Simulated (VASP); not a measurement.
# Be2C (Fm-3m) in VASP: further runs, part 2 of 2

VASP 6.6.1. Earlier steps stand in the parts before.

### Step 5. Single point, PBE (volume changed by +3%)

INCAR reads:

```
PREC     = Accurate       # precision mode
ENCUT    = 600            # plane-wave cutoff, eV
EDIFF    = 1E-6           # SCF threshold, eV
ISMEAR   = 0              # smearing method
SIGMA    = 0.01           # smearing width, eV
LREAL    = F              # projectors in reciprocal space
LASPH    = T              # aspherical terms in the spheres
NELM     = 120            # most SCF steps
ALGO     = Normal         # electronic algorithm
ISIF     = 2              # what is computed and relaxed
LWAVE    = F              # write WAVECAR
LCHARG   = T              # write CHGCAR
GGA      = PE             # functional
LELF     = T              # ELF
LVHAR    = T            
NBANDS   = 11             # bands
GGA_COMPAT= F
```

KPOINTS reads:

```
Automatic mesh
0
Gamma
  8 8 8
```

POSCAR reads:

```
Be2C
1.0
    0.0000000000      2.1856195920      2.1856195920
    2.1856195920      0.0000000000      2.1856195920
    2.1856195920      2.1856195920      0.0000000000
C Be
1 2
Direct
    0.0000000000      0.0000000000      0.0000000000
    0.2500000000      0.2500000000      0.2500000000
    0.7500000000      0.7500000000      0.7500000000
```

Potentials or basis: VASP PAW PBE potentials, release 64 (C, Be).

The run is started by

```sh
$ cat potpaw_PBE.64/C/POTCAR potpaw_PBE.64/Be/POTCAR > POTCAR
$ mpirun -np 1 vasp_std > vasp.out
```

OUTCAR:

```text
PREC = Accurate
   ENCUT = 600
   EDIFF = 1E-6
   ISMEAR = 0
   LREAL = F
   LASPH = T
   NELM = 120
   ISIF = 2
   GGA = PE

 ion  position               nearest neighbor table
   1  0.000  0.000  0.000-   3 1.89   3 1.89   3 1.89   2 1.89   3 1.89   2 1.89   2 1.89   2 1.89

   2  0.250  0.250  0.250-   1 1.89   1 1.89   1 1.89   1 1.89   3 2.19   3 2.19   3 2.19   3 2.19
                             3 2.19   3 2.19
   3  0.750  0.750  0.750-   1 1.89   1 1.89   1 1.89   1 1.89   2 2.19   2 2.19   2 2.19   2 2.19
                             2 2.19   2 2.19

  LATTYP: Found a face centered cubic cell.
 ALAT       =     4.3712391840

  Lattice vectors:

 A1 = (   0.0000000000,   2.1856195920,   2.1856195920)
 A2 = (   2.1856195920,   0.0000000000,   2.1856195920)
 A3 = (   2.1856195920,   2.1856195920,   0.0000000000)

Analysis of symmetry for initial positions (statically):
=====================================================================
 Subroutine PRICEL returns:
 Original cell was already a primitive cell.

 Routine SETGRP: Setting up the symmetry group for a
 face centered cubic supercell.

 Subroutine GETGRP returns: Found 48 space group operations
 (whereof 48 operations were pure point group operations)
 out of a pool of 48 trial point group operations.

The static configuration has the point symmetry O_h .

Analysis of symmetry for dynamics (positions and initial velocities):
=====================================================================
 Subroutine PRICEL returns:
 Original cell was already a primitive cell.

 Routine SETGRP: Setting up the symmetry group for a
 face centered cubic supercell.

 Subroutine GETGRP returns: Found 48 space group operations
 (whereof 48 operations were pure point group operations)
 out of a pool of 48 trial point group operations.

The dynamic configuration has the point symmetry O_h .

 Subroutine INISYM returns: Found 48 space group operations
 (whereof 48 operations are pure point group operations),
 and found     1 'primitive' translations

----------------------------------------------------------------------------------------

                                     Primitive cell

  volume of cell :      20.8811

  direct lattice vectors                    reciprocal lattice vectors
     0.000000000  2.185619592  2.185619592    -0.228768081  0.228768081  0.228768081
     2.185619592  0.000000000  2.185619592     0.228768081 -0.228768081  0.228768081
     2.185619592  2.185619592  0.000000000     0.228768081  0.228768081 -0.228768081

  length of vectors
     3.090932869  3.090932869  3.090932869     0.396237940  0.396237940  0.396237940

  position of ions in fractional coordinates (direct lattice)
     0.000000000  0.000000000  0.000000000
     0.250000000  0.250000000  0.250000000
     0.750000000  0.750000000  0.750000000

  ion indices of the primitive-cell ions
   primitive index   ion index
                 1           1
                 2           2
                 3           3

----------------------------------------------------------------------------------------

 KPOINTS: Automatic mesh

Automatic generation of k-mesh.
 Grid dimensions read from file:
[... 24 lines left out ...]
  0.250000  0.000000  0.000000      8.000000
  0.375000  0.000000  0.000000      8.000000
  0.500000  0.000000  0.000000      4.000000
  0.125000  0.125000  0.000000      6.000000
[... 16 lines left out ...]
  0.500000  0.250000  0.125000     48.000000
 -0.375000  0.250000  0.125000     24.000000
 [... further k-points ...]
   k-points           NKPTS =     29   k-points in BZ     NKDIM =     29   number of bands    NBANDS=     11
   number of dos      NEDOS =    301   number of ions     NIONS =      3
   total plane-waves  NPLWV =  21952
   dimension x,y,z NGX =    28 NGY =   28 NGZ =   28
   dimension x,y,z NGXF=    56 NGYF=   56 NGZF=   56
   ions per type =               1   2
   NGX,Y,Z   is equivalent  to a cutoff of  15.06, 15.06, 15.06 a.u.
   NGXF,Y,Z  is equivalent  to a cutoff of  30.12, 30.12, 30.12 a.u.
 SYSTEM =  unknown system
   PREC   = accura    normal or accurate (medium, high low for compatibility)
   ISTART =      0    job   : 0-new  1-cont  2-samecut
   ICHARG =      2    charge: 1-file 2-atom 10-const
   ISPIN  =      1    spin polarized calculation?
   LNONCOLLINEAR =      F non collinear calculations
   LSORBIT =      F    spin-orbit coupling
   LASPH  =      T    aspherical Exc in radial PAW
   ENCUT  =  600.0 eV  44.10 Ry    6.64 a.u.   6.17  6.17  6.17*2*pi/ulx,y,z
   NELM   =    120;   NELMIN=  2; NELMDL= -5     # of ELM steps
   EDIFF  = 0.1E-05   stopping-criterion for ELM
   LREAL  =      F    real-space projection
   EDIFFG = 0.1E-04   stopping-criterion for IOM
   NSW    =      0    number of steps for IOM
   IBRION =     -1    ionic relax: 0-MD 1-quasi-New 2-CG
   NFREE  =      0    steps in history (QN), initial steepest desc. (CG)
   ISIF   =      2    stress and relaxation
   ISYM   =      2    0-nonsym 1-usesym 2-fastsym
   POTIM  = 0.5000    time-step for ionic-motion
   TEBEG  =    0.0;   TEEND  =   0.0 temperature during run
   PSTRESS=    0.0 pullay stress
   NELECT =       8.0000    total number of electrons
   NUPDOWN=      -1.0000    fix difference up-down
   EMIN   =  10.00;   EMAX   =-10.00  energy-range for DOS
   EFERMI =   0.00;   METHOD = LEGACY
   ISMEAR =     0;   SIGMA  =   0.01  broadening in eV -4-tet -1-fermi 0-gaus
   EFERMI_NEDOS =   21; number of points for ismear=-14 and -15
   IALGO  =     38    algorithm
   IMIX   =      4    mixing-type and parameters
     AMIX     =   0.40;   BMIX     =  1.00
     AMIX_MAG =   1.60;   BMIX_MAG =  1.00
  volume/ion in A,a.u.               =       6.96        46.97
  Fermi-wavevector in a.u.,A,eV,Ry     =   1.189014  2.246910 19.235291  1.413754
  Thomas-Fermi vector in A             =   2.325131
   LORBIT       =      0    0 simple, 1 ext, 2 COOP (PROOUT), +10 PAW based schemes
   GGA     = PE    functional components
   LHFCALC =     F    Hartree Fock is set to
   AEXX    =    0.0000 exact exchange contribution
   IVDW    =     0    specifies the selected vdW correction
   LEPSILON=     F    determine dielectric tensor
   LRPA    =     F    only Hartree local field effects (RPA)
 non-spin polarized calculation
 Gauss-broadening in eV      SIGMA  =   0.01
  energy-cutoff  :      600.00
  volume of cell :       20.88
 maximum number of plane-waves:       725
 NGX is ok and might be reduce to    28
   NGX = 13   NGY = 13   NGZ = 13

 number of electron       8.0000000 magnetization

 Free energy of the ion-electron system (eV)
  ---------------------------------------------------
  ext. energy  EPLUGINS =         0.00000000
  ---------------------------------------------------
  free energy    TOTEN  =       -17.44698219 eV

  energy without entropy =      -17.44698219  energy(sigma->0) =      -17.44698219

 E-fermi :   7.4952     XC(G=0): -11.3256

 val. band max:        7.4508913596   @ k =   0.0000   0.0000   0.0000
 cond. band min:       8.5958807119   @ k =   0.5000   0.5000   0.0000
 fundamental gap:      1.1449893524
 Fermi energy:         7.4951620747

 k-point     1 :       0.0000    0.0000    0.0000
  band No.  band energies     occupation
      1      -7.3782      2.00000
      2       7.4509      2.00000
      3       7.4509      2.00000
      4       7.4509      2.00000
      5      11.5242      0.00000
      6      11.5242      0.00000
      7      11.5242      0.00000
      8      13.8833      0.00000
      9      20.3949      0.00000
     10      20.3949      0.00000
     11      20.3949      0.00000
[... 309 lines left out ...]
 k-point    24 :      -0.3750    0.2500    0.1250
  band No.  band energies     occupation
      1      -4.1387      2.00000
      2      -0.4192      2.00000
      3       3.4090      2.00000
      4       4.1459      2.00000
      5      12.5261      0.00000
      6      13.8725      0.00000
      7      16.9611      0.00000
      8      17.8604      0.00000
      9      19.2571      0.00000
     10      20.8596      0.00000
     11      24.3908      0.00000

 [... further k-points ...]
[... 5 lines left out ...]
  --------------------------------------------------------------------------------------
  -------------------------------------------------------------------------------------
  Total       -0.7070139     -0.7070139     -0.7070139      0.0000000      0.0000000     -0.0000000
  in kB      -54.2481358    -54.2481358    -54.2481358      0.0000000      0.0000000     -0.0000000
  external PRESSURE =     -54.2481358 kB  Pullay stress =       0.0000000 kB

 VOLUME and BASIS-vectors are now :
 -----------------------------------------------------------------------------
  energy-cutoff  :      600.00
  volume of cell :       20.88
      direct lattice vectors                 reciprocal lattice vectors
     0.000000000  2.185619592  2.185619592    -0.228768081  0.228768081  0.228768081
     2.185619592  0.000000000  2.185619592     0.228768081 -0.228768081  0.228768081
     2.185619592  2.185619592  0.000000000     0.228768081  0.228768081 -0.228768081

 POSITION                                       TOTAL-FORCE (eV/Angst)
 -----------------------------------------------------------------------------------
      0.00000      0.00000      0.00000        -0.000000     -0.000000     -0.000000
      1.09281      1.09281      1.09281         0.000000     -0.000000      0.000000
      3.27843      3.27843      3.27843        -0.000000      0.000000     -0.000000
 -----------------------------------------------------------------------------------
    total drift:                               -0.000000     -0.000000      0.000000

  FREE ENERGIE OF THE ION-ELECTRON SYSTEM (eV)
  ---------------------------------------------------
  free  energy   TOTEN  =       -17.4469821877 eV

  energy  without entropy=      -17.4469821877  energy(sigma->0) =      -17.44698219
```

It took 10 s on 1 thread of Intel Xeon 6975P-C (Granite Rapids), shared host; peak memory 0.15 GiB.

What came out:

- Free energy: -17.4470 eV
- Pressure: -5.4 GPa
- Band gap on the k mesh: 1.15 eV, indirect (least direct gap 4.07 eV)

### Step 6. Summary

| cell | gap on the mesh (eV) | pressure (GPa) |
| --- | --- | --- |
| a = 2.998 Å, angles 60.0°, 3 atoms | 1.18 | 14.2 |
| a = 3.061 Å, angles 60.0°, 3 atoms | 1.16 | 0.3 |
| a = 3.030 Å, angles 60.0°, 3 atoms | 1.17 | 6.8 |
| a = 3.091 Å, angles 60.0°, 3 atoms | 1.15 | -5.4 |

Alike in all rows: task single point; level PBE; potentials or basis VASP PAW PBE potentials, release 64 (C, Be); no spin polarisation; k mesh 8 × 8 × 8; cutoff (eV) 600; smearing gaussian 0.01 eV.

Total energies depend on the potentials used, so only differences within one code and one set of settings carry meaning.
